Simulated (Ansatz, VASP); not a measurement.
**Two plane-wave programs on In4O**

File INCAR:

```
SYSTEM = In4O
PREC = Accurate
ENCUT = 520
EDIFF = 1E-7
ISMEAR = 0
SIGMA = 0.1
LREAL = .False.
LASPH = .True.
NELM = 150
ALGO = Normal
ISIF = 2
LWAVE = .False.
LCHARG = .False.
ISPIN = 2
MAGMOM = 0 0 0 0 1
LORBIT = 11
GGA = PE
NBANDS = 41
```

KPOINTS

```
Automatic mesh
0
Gamma
  6 6 2
  0 0 0
```

POSCAR

```
In4O
1.0
    3.7012942400      0.0000000000      0.0000000000
    0.0000000000      3.7012942400      0.0000000000
    0.0000000000      0.0000000000      8.6568483700
In O
4 1
Direct
    0.0000000000      0.5000000000      0.7306509600
    0.5000000000      0.0000000000      0.7306509600
    0.0000000000      0.5000000000      0.2693490400
    0.5000000000      0.0000000000      0.2693490400
    0.0000000000      0.0000000000      0.0000000000
```

Input for Ansatz:

```yaml
crystal:
  lattice:
    - [3.70129424, 0.0, 0.0]
    - [0.0, 3.70129424, 0.0]
    - [0.0, 0.0, 8.65684837]
  atoms:
    - { symbol: In, position: [0.0, 0.5, 0.73065096] }
    - { symbol: In, position: [0.5, 0.0, 0.73065096] }
    - { symbol: In, position: [0.0, 0.5, 0.26934904] }
    - { symbol: In, position: [0.5, 0.0, 0.26934904] }
    - { symbol: O, position: [0.0, 0.0, 0.0], spin: 1.0 }
basis:
  ecutwfc: 420
kpoints:
  mp_grid: { grid: [6, 6, 2] }
hamiltonian:
  xc: pbe
scf:
  occupations: { method: gaussian, width: 0.1 }
  lower_state_search: "off"
output:
  forces: true
  stress: true
  eigenvalues: true
  populations: true
magnetization:
  spin_polarized: true
```

Alike in both runs: task single point; functional PBE; k mesh 6 × 6 × 2; occupations gaussian, width 0.1 eV; collinear spin.

```csv
,VASP,Ansatz
version,VASP 6.6.1,Ansatz 0.2.0
potentials or method,"VASP PAW PBE potentials, release 64 (In_d, O), cutoff 520 eV","scalar-relativistic, plane waves, PAW"
valence electrons in the cell,58,58
```

```tsv
	VASP	Ansatz	Ansatz less VASP
gap on the k mesh at the Fermi level (eV)	none	none	-
pressure (GPa)	14.7	14.7	+0.03
traceless stress, the component that is largest in VASP (GPa)	-27.77	-27.75	+0.012
rms of the force components (eV/Å)	0.425	0.426	+0.0008
net moment per atom (μB)	0.00	0.00	0.000
```

Atom by atom the forces differ by 0.001 eV/Å (rms over components). A gap of «none» marks a metal or a gap that the smearing closes. Ansatz's warnings: seeded moment not kept.

The k mesh is coarse, so the values compare programs but aren't converged.
